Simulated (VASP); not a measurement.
# Ge (P6_3/mmc) in VASP: a series of runs, part 2 of 2

VASP 6.6.1. The steps go on from the part before.

## (3) Single point, LDA

File INCAR:

```
ALGO = Normal
EDIFF = 1E-6
ENCUT = 500
GGA_COMPAT = False
ISIF = 2
ISMEAR = 0
LASPH = True
LCHARG = True
LELF = True
LREAL = False
LVHAR = True
LWAVE = False
NBANDS = 36
NELM = 120
PREC = Accurate
SIGMA = 0.15
```

File KPOINTS:

```
k-points
0
Gamma
  7 7 4
```

File POSCAR:

```
Ge
1.0
    3.9639012782      0.0000000000      0.0000000000
   -1.9819506391      3.4328392051      0.0000000000
    0.0000000000      0.0000000000      6.5193367940
Ge
4
Direct
    0.6666666667      0.3333333333      0.0626445653
    0.3333333333      0.6666666667      0.5626445653
    0.6666666667      0.3333333333      0.4373554347
    0.3333333333      0.6666666667      0.9373554347
```

Potentials or basis: VASP PAW LDA potentials, release 64 (Ge_d).

The run is started by

```console
cat potpaw_LDA.64/Ge_d/POTCAR > POTCAR
mpirun -np 1 vasp_std > vasp.out
```

OUTCAR:

```text
EDIFF = 1E-6
   ENCUT = 500
   ISIF = 2
   ISMEAR = 0
   LASPH = True
   LREAL = False
   NELM = 120
   PREC = Accurate

 ion  position               nearest neighbor table
   1  0.667  0.333  0.063-   4 2.43   4 2.43   4 2.43   3 2.44
   2  0.333  0.667  0.563-   3 2.43   3 2.43   3 2.43   4 2.44
   3  0.667  0.333  0.437-   2 2.43   2 2.43   2 2.43   1 2.44
   4  0.333  0.667  0.937-   1 2.43   1 2.43   1 2.43   2 2.44

  LATTYP: Found a hexagonal cell.
 ALAT       =     3.9639012782
 C/A-ratio  =     1.6446768818
[... 1133 lines left out ...]
  Direction    XX          YY          ZZ          XY          YZ          ZX
  --------------------------------------------------------------------------------------
  -------------------------------------------------------------------------------------
  Total        0.0653001      0.0653001      0.0651182      0.0000000     -0.0000000     -0.0000000
  in kB        1.1793547      1.1793547      1.1760709      0.0000000     -0.0000000     -0.0000000
  external PRESSURE =       1.1782601 kB  Pullay stress =       0.0000000 kB

 VOLUME and BASIS-vectors are now :
 -----------------------------------------------------------------------------
  energy-cutoff  :      500.00
  volume of cell :       88.71
      direct lattice vectors                 reciprocal lattice vectors
     3.963901278  0.000000000  0.000000000     0.252276717  0.145652030  0.000000000
    -1.981950639  3.432839205  0.000000000     0.000000000  0.291304061  0.000000000
     0.000000000  0.000000000  6.519336794     0.000000000  0.000000000  0.153389836

 POSITION                                       TOTAL-FORCE (eV/Angst)
 -----------------------------------------------------------------------------------
      1.98195      1.14428      0.40840         0.000000     -0.000000      0.002031
     -0.00000      2.28856      3.66807        -0.000000      0.000000      0.002031
      1.98195      1.14428      2.85127         0.000000     -0.000000     -0.002031
     -0.00000      2.28856      6.11094        -0.000000      0.000000     -0.002031
 -----------------------------------------------------------------------------------
    total drift:                               -0.000000      0.000000     -0.000000

  FREE ENERGIE OF THE ION-ELECTRON SYSTEM (eV)
  ---------------------------------------------------
  free  energy   TOTEN  =       -20.7008751437 eV

  energy  without entropy=      -20.6989001637  energy(sigma->0) =      -20.69988765
```

Wall time 33 s (1 thread of Intel Xeon 6975P-C (Granite Rapids), shared host); peak memory 0.18 GiB.

Results:

* Free energy: -20.7009 eV
* Pressure: 0.1 GPa
* Band gap on the k mesh: zero (bands 28 and 29 overlap by 0.05 eV)

Forces on the atoms (eV/Å):
```
Ge   0.000  0.000  0.002
Ge   0.000  0.000  0.002
Ge   0.000  0.000 -0.002
Ge   0.000  0.000 -0.002
```

Levels at points of the mesh, in eV from the Fermi level:
```csv
k point,band 24,band 25,band 26,band 27,band 28,band 29,band 30,band 31,band 32,band 33
"(0.00, 0.00, 0.00)",-1.55,-1.55,-0.16,-0.15,0.10,0.11,0.11,2.22,2.22,2.76
"(0.00, 0.00, 0.50)",-4.88,-0.91,-0.91,-0.91,-0.91,0.64,0.64,3.35,3.35,3.35
```

Caveat: semilocal functionals underestimate gaps, so a narrow gap can read as zero.

## (4) Single point, PBEsol

This run uses another cell than the first one, of 22.83 Å³/atom.

File INCAR:

```
PREC = Accurate ; ENCUT = 500
EDIFF = 1E-6 ; ISMEAR = 0
SIGMA = 0.15 ; LREAL = F
LASPH = T ; NELM = 120
ALGO = Normal ; ISIF = 2
LWAVE = F ; LCHARG = F
GGA = PS ; NBANDS = 36
GGA_COMPAT = F
```

File KPOINTS:

```
regular mesh
0
Gamma
  7 7 4
```

File POSCAR:

```
Ge
1.0
    4.0025417708      0.0000000000      0.0000000000
   -2.0012708854      3.4663028532      0.0000000000
    0.0000000000      0.0000000000      6.5821433023
Ge
4
Direct
    0.6666666667      0.3333333333      0.0626195686
    0.3333333333      0.6666666667      0.5626195686
    0.6666666667      0.3333333333      0.4373804314
    0.3333333333      0.6666666667      0.9373804314
```

Potentials or basis: VASP PAW PBE potentials, release 64 (Ge_d).

The run is started by

```console
cat potpaw_PBE.64/Ge_d/POTCAR > POTCAR
mpirun -np 1 vasp_std > vasp.out
```

It took 34 s on 1 thread of Intel Xeon 6975P-C (Granite Rapids), shared host; peak memory 0.21 GiB.

Results (log left out):

- Free energy: -19.6675 eV
- Pressure: -0.2 GPa

Forces in eV/Å, atoms in the order of the input:
```
Ge   0.000  0.000  0.002
Ge   0.000  0.000  0.002
Ge   0.000  0.000 -0.002
Ge   0.000  0.000 -0.002
```

Levels at points of the mesh, in eV from the Fermi level:
| k point | band 24 | band 25 | band 26 | band 27 | band 28 | band 29 | band 30 | band 31 | band 32 | band 33 |
| --- | --- | --- | --- | --- | --- | --- | --- | --- | --- | --- |
| (0.00, 0.00, 0.00) | -1.48 | -1.48 | -0.15 | -0.11 | 0.00 | 0.14 | 0.14 | 2.25 | 2.25 | 2.78 |
| (0.00, 0.00, 0.50) | -4.78 | -0.85 | -0.85 | -0.85 | -0.85 | 0.63 | 0.63 | 3.36 | 3.36 | 3.36 |

Caveat: the PAW data sets were made with another functional, which shifts forces and pressure a little.

## (5) Relaxation of cell and atoms, PBEsol

This run uses another cell than the first one, of 22.83 Å³/atom.

File INCAR:

```
PREC     = Accurate       # precision mode
ENCUT    = 500            # plane-wave cutoff, eV
EDIFF    = 1E-7           # SCF threshold, eV
ISMEAR   = 0              # smearing method
SIGMA    = 0.15           # smearing width, eV
LREAL    = F              # projectors in reciprocal space
LASPH    = T              # aspherical terms in the spheres
NELM     = 120            # most SCF steps
ALGO     = Normal         # electronic algorithm
ISIF     = 3              # what is computed and relaxed
LWAVE    = F              # write WAVECAR
LCHARG   = F              # write CHGCAR
GGA      = PS             # functional
IBRION   = 2              # ionic algorithm
NSW      = 60             # ionic steps
EDIFFG   = -0.01          # ionic threshold
GGA_COMPAT= F            
NELMIN   = 4
```

File KPOINTS:

```
Automatic mesh
0
Gamma
  7 7 4
```

File POSCAR:

```
Ge
1.0
    3.9975858400      0.0000000000      0.0000000000
   -1.9987929200      3.4620108900      0.0000000000
    0.0000000000      0.0000000000      6.5993779500
Ge
4
Direct
    0.6666666667      0.3333333333      0.0629012500
    0.3333333333      0.6666666667      0.5629012500
    0.6666666667      0.3333333333      0.4370987500
    0.3333333333      0.6666666667      0.9370987500
```

The run is started by

```console
cat potpaw_PBE.64/Ge_d/POTCAR > POTCAR
mpirun -np 1 vasp_std > vasp.out
```

Wall time 99 s (1 thread of Intel Xeon 6975P-C (Granite Rapids), shared host); peak memory 0.22 GiB.

It converged, with:

```yaml
Free_energy: -19.6676 eV
Relaxed_volume: 22.77 Å³/atom
Relaxed_cell: a = 3.998 Å, b = 3.998 Å, c = 6.580 Å, α = 90.00°, β = 90.00°, γ = 120.00°
Space_group_after_relaxing_to_0.1_Å: P6_3/mmc (No. 194)
Energy_gained_by_relaxing: 0.1 meV/atom
Ionic_steps: 5
Pressure_after_relaxing: 0.1 GPa
Largest_force_after_relaxing: 0.006 eV/Å
```

Forces in eV/Å, atoms in the order of the input:
```
Ge   0.000  0.000 -0.006
Ge   0.000  0.000 -0.006
Ge   0.000  0.000  0.006
Ge   0.000  0.000  0.006
```

Step by step:
```tsv
step	energy change (eV)	largest force (eV/Å)	pressure (GPa)	volume (Å³)
1	0.0000	0.0008	-0.14	91.33
2	-0.0002	0.0296	0.03	91.07
3	-0.0003	0.0231	0.01	91.13
4	-0.0003	0.0245	0.01	91.12
5	-0.0003	0.0055	0.06	91.09
```

Final structure:
```xyz
4
Lattice="3.9982 0.0000 0.0000 -1.9991 3.4625 0.0000 0.0000 0.0000 6.5800" Properties=species:S:1:pos:R:3 pbc="T T T"
Ge    1.9991    1.1542    0.4128
Ge    0.0000    2.3084    3.7028
Ge    1.9991    1.1542    2.8772
Ge    0.0000    2.3084    6.1672
```

Levels at points of the mesh, in eV from the Fermi level:
```csv
k point,band 25,band 26,band 27,band 28,band 29,band 30,band 31,band 32
"(0.00, 0.00, 0.00)",-1.49,-0.15,-0.13,0.01,0.13,0.13,2.24,2.24
"(0.00, 0.00, 0.50)",-0.86,-0.86,-0.86,-0.86,0.64,0.64,3.36,3.36
```

Caveat: the PAW data sets were made with another functional, which shifts forces and pressure a little.

## (6) Overview

| task | level | potentials or basis | cell | gap on the mesh (eV) | pressure (GPa) |
| --- | --- | --- | --- | --- | --- |
| single point | PBEsol+D3(BJ) | VASP PAW PBE potentials, release 64 (Ge_d) | a = 3.966, b = 3.966, c = 6.521 Å, angles 90.0, 90.0, 120.0°, 4 atoms | none | -0.2 |
| single point | LDA | VASP PAW LDA potentials, release 64 (Ge_d) | a = 3.964, b = 3.964, c = 6.519 Å, angles 90.0, 90.0, 120.0°, 4 atoms | none | 0.1 |
| single point | PBEsol | VASP PAW PBE potentials, release 64 (Ge_d) | a = 4.003, b = 4.003, c = 6.582 Å, angles 90.0, 90.0, 120.0°, 4 atoms | - | -0.2 |
| relaxation of cell and atoms | PBEsol | VASP PAW PBE potentials, release 64 (Ge_d) | relaxed from a = 3.998, b = 3.998, c = 6.599 Å, angles 90.0, 90.0, 120.0°, 4 atoms | - | 0.1 |

Alike in all rows: no spin polarisation; k mesh 7 × 7 × 4; cutoff (eV) 500; smearing gaussian 0.15 eV.

Caveats: the PAW data sets were made with another functional, which shifts forces and pressure a little (at least some runs); semilocal functionals underestimate gaps, so a narrow gap can read as zero (at least some runs).

Total energies depend on the potentials used, so only differences within one code and one set of settings carry meaning.
